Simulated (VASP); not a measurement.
Here is a VASP 6.6.1 calculation.

POSCAR

```
Al3Ga13As16
1.0
   11.3260050000      0.0000000000      0.0000000000
    0.0000000000     11.3260050000      0.0000000000
    0.0000000000      0.0000000000     11.3260050000
Ga Al As
26 6 32
Direct
    0.0003530000      0.9993640000      0.0002310000
    0.0003200000      0.9996090000      0.4999640000
    0.0002350000      0.5002790000      0.4997930000
    0.5002550000      0.9997540000      0.0002070000
    0.5002170000      0.9999750000      0.5000830000
    0.4998120000      0.5005110000      0.9999450000
    0.4997630000      0.4999120000      0.5000020000
    0.2499920000      0.2502900000      0.4995150000
    0.2498960000      0.7501140000      0.0000810000
    0.2499650000      0.7500030000      0.4996850000
    0.7496860000      0.2502170000      0.5002870000
    0.7499220000      0.7504160000      0.9997490000
    0.7503100000      0.7500860000      0.4998430000
    0.2504010000      0.9996170000      0.2502570000
    0.2505450000      0.9998350000      0.7498130000
    0.2502220000      0.5002580000      0.2499850000
    0.2504050000      0.5005580000      0.7494860000
    0.7499050000      0.9997860000      0.2504250000
    0.7503090000      0.9997860000      0.7500000000
    0.7497540000      0.5006980000      0.7494710000
    0.0001620000      0.7497360000      0.2498710000
    0.0000870000      0.7501360000      0.7497660000
    0.4996710000      0.2497650000      0.2502200000
    0.4999640000      0.2502600000      0.7496870000
    0.4998950000      0.7500680000      0.2498400000
    0.4999780000      0.7499910000      0.7499720000
    0.9999060000      0.4998620000      0.9990040000
    0.2500880000      0.2498730000      0.9994310000
    0.7493600000      0.2499700000      0.9994860000
    0.7496950000      0.4993760000      0.2495010000
    0.9995970000      0.2492060000      0.2496540000
    0.9999160000      0.2493200000      0.7492060000
    0.1256440000      0.1245420000      0.1250850000
    0.1256370000      0.1246210000      0.6244230000
    0.1248090000      0.6247310000      0.1244530000
    0.1249370000      0.6251320000      0.6246240000
    0.6249610000      0.1248670000      0.1253820000
    0.6250630000      0.1250380000      0.6252150000
    0.6250180000      0.6254590000      0.1247540000
    0.6247280000      0.6252570000      0.6245580000
    0.3750760000      0.3748400000      0.1247860000
    0.3747650000      0.3748540000      0.6246720000
    0.3749940000      0.8748210000      0.1248410000
    0.3750650000      0.8747030000      0.6247350000
    0.8752300000      0.3748800000      0.1244710000
    0.8748430000      0.3753640000      0.6248240000
    0.8749170000      0.8748810000      0.1251200000
    0.8750450000      0.8748770000      0.6248870000
    0.3750350000      0.1248400000      0.3751340000
    0.3756540000      0.1248310000      0.8748460000
    0.3749150000      0.6249560000      0.3747600000
    0.3749200000      0.6252180000      0.8749120000
    0.8747930000      0.1247590000      0.3757180000
    0.8752340000      0.1247110000      0.8753250000
    0.8746920000      0.6247670000      0.3746280000
    0.8748530000      0.6255970000      0.8746690000
    0.1247320000      0.3747610000      0.3744120000
    0.1252600000      0.3750230000      0.8738860000
    0.1248000000      0.8746650000      0.3746290000
    0.1251070000      0.8749040000      0.8746940000
    0.6245200000      0.3747020000      0.3752320000
    0.6246720000      0.3756890000      0.8744820000
    0.6249000000      0.8747850000      0.3749850000
    0.6249450000      0.8750070000      0.8747580000
```

The input INCAR.step1:

```
SYSTEM = Al3Ga13As16
  PREC = Accurate
  ENCUT = 550
  ISMEAR = -1
  SIGMA = 0.05
  LREAL = Auto
  LASPH = .TRUE.
  NELM = 120
  ISYM = -1
  NBANDS = 296
  GGA = PE
  ALGO = Normal
  EDIFF = 1E-5
  LWAVE = .TRUE.
  LCHARG = .FALSE.
  GGA_COMPAT = .FALSE.
  KPAR = 1
```

Contents of INCAR.step2:

```
SYSTEM = Al3Ga13As16
  PREC = Accurate
  ENCUT = 550
  EDIFF = 1E-6
  ISMEAR = -1
  SIGMA = 0.05
  LREAL = Auto
  LASPH = .TRUE.
  NELM = 120
  ALGO = Normal
  ISIF = 2
  LWAVE = .FALSE.
  LCHARG = .TRUE.
  METAGGA = R2SCAN
  LMIXTAU = .TRUE.
  LELF = .TRUE.
  LVHAR = .TRUE.
  ISYM = -1
  NBANDS = 296
  ISTART = 1
  GGA_COMPAT = .FALSE.
  KPAR = 1
```

File KPOINTS:

```
explicit points
1
Reciprocal
  0.25000000   0.25000000   0.25000000 1
```

Potentials or basis: VASP PAW PBE potentials, release 64 (Ga_d, Al, As).

Launch:

```sh
$ cat potpaw_PBE.64/Ga_d/POTCAR potpaw_PBE.64/Al/POTCAR potpaw_PBE.64/As/POTCAR > POTCAR
$ cp INCAR.step1 INCAR
$ mpirun -np 4 vasp_std > vasp.out
$ cp INCAR.step2 INCAR
$ mpirun -np 4 vasp_std > vasp.out
```

Estimate the band gap on the k mesh.

1.89 eV.

Predict the largest force.

0.067 eV/Å.

Stress tensor (GPa, compression positive):
```
 0.26 -0.66 -0.66
-0.66  0.26 -0.66
-0.66 -0.66  0.26
```

Caveat: the PAW data sets were made with another functional, which shifts forces and pressure a little; a shifted mesh leaves out Γ, where band edges can lie. A k mesh can miss the band edges.
